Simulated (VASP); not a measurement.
# H: single point with LDA

Crystal: H.

```xyz
2
Lattice="-1.3460 1.3460 1.8611 1.3460 -1.3460 1.8611 1.3460 1.3460 -1.8611" Properties=species:S:1:pos:R:3 pbc="T T T"
H     0.0000    0.0000    3.3368
H     0.0000    0.0000    0.3853
```

- Program: VASP 6.6.1
- Task: single point
- Functional: LDA
- Potentials or basis: VASP PAW LDA potentials, release 64 (H)
- Cutoff: 500 eV
- k mesh: 12 × 12 × 12
- Occupations: gaussian, width 0.01 eV
- Spin: no spin polarisation

- Pressure: 0.6 GPa
- Largest force: 0.021 eV/Å
- Band gap on the k mesh: 6.79 eV (least direct gap 7.29 eV)

Forces in eV/Å, atoms in the order of the input:
```
H    0.000  0.000 -0.021
H    0.000  0.000  0.021
```

Stress tensor (GPa, compression positive):
```
0.57 0.00 0.00
0.00 0.57 0.00
0.00 0.00 0.69
```

Levels at points of the mesh, in eV from the valence-band top:
```tsv
k point	band 1	band 2	band 3	band 4	band 5
(0.00, 0.00, 0.00)	-5.72	17.92	20.01	29.04	29.04
(0.50, 0.00, 0.00)	-1.84	6.79	20.55	21.55	25.53
(0.50, 0.50, 0.00)	-0.88	10.01	14.46	17.70	20.49
(0.50, 0.50, 0.50)	0.00	7.29	15.99	19.16	19.16
```

Wall time 4.9 s on 1 thread of Intel(R) Xeon(R) 6975P-C (Granite Rapids), with other jobs on the host, peak memory 0.11 GiB.

A k mesh can miss the band edges.
